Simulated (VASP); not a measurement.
A run of VASP 6.6.1:

The input POSCAR:

```
Sb
1.0
    3.0968000000      0.0000000000      0.0000000000
    0.0000000000      3.1600000000      0.0000000000
    0.0000000000      0.0000000000      3.1600000000
Sb
1
Direct
    0.0000000000      0.0000000000      0.0000000000
```

INCAR.step1

```
PREC = Accurate ; ENCUT = 520
ISMEAR = 0 ; SIGMA = 0.15
LREAL = F ; LASPH = T
NELM = 60 ; NBANDS = 8
GGA = PE ; ALGO = Normal
EDIFF = 1E-4 ; LWAVE = T
LCHARG = F
```

The input INCAR.step2:

```
PREC = Accurate ; ENCUT = 520
EDIFF = 1E-6 ; ISMEAR = 0
SIGMA = 0.15 ; LREAL = F
LASPH = T ; NELM = 60
ALGO = Normal ; ISIF = 2
LWAVE = F ; LCHARG = F
METAGGA = R2SCAN ; LMIXTAU = T
NBANDS = 8 ; ISTART = 1
```

File KPOINTS:

```
Automatic mesh
0
Gamma
  16 16 16
```

Potentials or basis: VASP PAW PBE potentials, release 64 (Sb).

Command:

```sh
$ cat potpaw_PBE.64/Sb/POTCAR > POTCAR
$ cp INCAR.step1 INCAR
$ mpirun -np 1 vasp_std > vasp.out
$ cp INCAR.step2 INCAR
$ mpirun -np 1 vasp_std > vasp.out
```

Hardware: 1 thread of Intel(R) Xeon(R) Platinum 8259CL CPU @ 2.50GHz (Skylake/Cascade Lake) (shared host).

How long does it take, and how much memory?

Run time: 3.7 min on 1 thread of Intel(R) Xeon(R) Platinum 8259CL CPU @ 2.50GHz (Skylake/Cascade Lake), with other jobs on the host, peak memory 0.22 GiB. Counts: k points 405.
